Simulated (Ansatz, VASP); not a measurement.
**TaRu in VASP and in Ansatz**

INCAR

```
PREC = Accurate ; ENCUT = 600
EDIFF = 1E-7 ; ISMEAR = 0
SIGMA = 0.1 ; LREAL = False
LASPH = True ; NELM = 100
ALGO = Fast ; ISIF = 3
LWAVE = False ; LCHARG = False
IBRION = 2 ; NSW = 100
EDIFFG = -0.005
```

The input KPOINTS:

```
regular mesh
0
Gamma
  14 14 12
```

File POSCAR:

```
TaRu
1.0
    3.0075490204      0.0000000000      0.0000000000
    0.0000000000      3.0075490204      0.0000000000
    0.0000000000      0.0000000000      3.3510012646
Ta Ru
1 1
Direct
    0.5000000000      0.5000000000      0.5000000000
    0.0000000000      0.0000000000      0.0000000000
```

Input for Ansatz:

```yaml
crystal:
  lattice:
    - [3.0075490059, 0.0, 0.0]
    - [0.0, 3.0075490059, 0.0]
    - [0.0, 0.0, 3.3510012994]
  atoms:
    - { symbol: Ta, position: [0.5, 0.5, 0.5] }
    - { symbol: Ru, position: [0.0, 0.0, 0.0] }
basis:
  ecutwfc: 420
kpoints:
  mp_grid: { grid: [14, 14, 12] }
hamiltonian:
  xc: lda
scf:
  occupations: { method: gaussian, width: 0.1 }
output:
  forces: true
  stress: true
  eigenvalues: true
  write_density: true
  write_potential: true
  elf: true
  volumetric_format: npy
relax:
  adjacent_minimum: "off"
  f_tol: 0.005
  max_steps: 80
  cell: { stress_tol: 0.05 }
```

Alike in both runs: task relaxation of cell and atoms; functional LDA; k mesh 14 × 14 × 12; occupations gaussian, width 0.1 eV; no spin polarisation.

```csv
,VASP,Ansatz
version,VASP 6.6.1,Ansatz 0.2.0
potentials or method,"VASP PAW LDA potentials, release 64 (Ta_pv, Ru_pv), cutoff 600 eV","scalar-relativistic, plane waves, PAW"
valence electrons in the cell,25,29
```

Ansatz gave:

* gap on the k mesh at the Fermi level, each at its own relaxed structure (eV): none
* relaxed volume (Å³/atom): 15.17
* relaxed length of the cell vector where the two differ most in proportion (Å): 3.002

Task: Estimate VASP's values.

Result: gap on the k mesh at the Fermi level, each at its own relaxed structure (eV): none; relaxed volume (Å³/atom): 15.23; relaxed length of the cell vector where the two differ most in proportion (Å): 3.006.

LDA's correlation is that of Perdew and Zunger in VASP and of Perdew and Wang (1992) in Ansatz. A gap of «none» marks a metal or a gap that the smearing closes. VASP's potentials hold 25 valence electrons a cell and Ansatz's 29, so a difference there can come from the potentials and not from the codes.

Neither program's run includes spin-orbit coupling.
